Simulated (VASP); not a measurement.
A run of VASP 6.6.1:

Contents of INCAR:

```
SYSTEM = Cu
ALGO = Normal ; EDIFF = 1E-6
ENCUT = 520 ; GGA = PS
ISIF = 2 ; ISMEAR = -1
LASPH = .TRUE. ; LCHARG = .FALSE.
LREAL = .FALSE. ; LWAVE = .FALSE.
NBANDS = 18 ; NELM = 60
PREC = Accurate ; SIGMA = 0.03
```

KPOINTS

```
k-points
0
G
  17 17 9
  0 0 0
```

Contents of POSCAR:

```
Cu
1.0
    2.5566345214      0.0000000000      0.0000000000
   -1.2783172607      2.2141104438      0.0000000000
    0.0000000000      0.0000000000      4.2279517710
Cu
2
Direct
    0.3333333333      0.6666666667      0.2500000000
    0.6666666667      0.3333333333      0.7500000000
```

Potentials or basis: VASP PAW PBE potentials, release 64 (Cu).

Launch:

```console
$ cat potpaw_PBE.64/Cu/POTCAR > POTCAR
$ mpirun -np 1 vasp_std > vasp.out
```

Hardware: 1 thread of Intel(R) Xeon(R) Platinum 8488C (Sapphire Rapids), with other jobs on the host.

**Question.** How long does it take, and how much memory?

**Answer.** It took 61 s on 1 thread of Intel(R) Xeon(R) Platinum 8488C (Sapphire Rapids), on a shared host, peak memory 0.18 GiB. Counts: scf iterations 12, k points 165.
